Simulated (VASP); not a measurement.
The system is Si.

```xyz
4
Lattice="3.6252 0.0000 0.0000 -1.8126 3.1396 0.0000 0.0000 0.0000 5.9200" Properties=species:S:1:pos:R:3 pbc="T T T"
Si    0.0000    2.0930    0.0000
Si    1.8126    1.0465    2.9600
Si    0.0000    2.0930    2.2200
Si    1.8126    1.0465    5.1800
```

This isn't the form of Si at room conditions, which is diamond.

| Item | Value |
| --- | --- |
| Program | VASP 6.6.1 |
| Task | relaxation of cell and atoms |
| Functional | PBE |
| Potentials or basis | VASP PAW PBE potentials, release 64 (Si) |
| Cutoff | 600 eV |
| k mesh | 12 × 12 × 4 |
| Occupations | fermi-dirac, width 0.02 eV |
| Spin | no spin polarisation |

At the start: pressure 25.7 GPa; volume 16.84 Å³/atom.

Task: Where does the relaxation end?

Result: Over 7 steps the energy falls by 244.5 meV/atom and the volume is 20.43 Å³/atom (+21.3 %); space group P6_3/mmc (No. 194, to 0.1 Å) before and after.

The path:
| step | energy change (eV) | largest force (eV/Å) | pressure (GPa) | volume (Å³) |
| --- | --- | --- | --- | --- |
| 1 | 0.0000 | 0.0653 | 25.65 | 67.38 |
| 2 | -0.3779 | 0.0785 | -10.48 | 97.24 |
| 3 | -0.9770 | 0.0922 | -0.30 | 81.99 |
| 4 | -0.9773 | 0.0913 | 0.03 | 81.68 |
| 5 | -0.9780 | 0.0100 | 0.00 | 81.70 |
| 6 | -0.9780 | 0.0003 | 0.00 | 81.70 |
| 7 | -0.9782 | 0.0003 | -0.01 | 81.70 |

Final structure:
```xyz
4
Lattice="3.8509 0.0000 0.0000 -1.9254 3.3350 0.0000 0.0000 0.0000 6.3620" Properties=species:S:1:pos:R:3 pbc="T T T"
Si    0.0000    2.2233    0.0026
Si    1.9254    1.1117    3.1836
Si    0.0000    2.2233    2.3831
Si    1.9254    1.1117    5.5641
```

Caveat: the volume moved by over 15 % at a fixed basis, so the end points are rough.
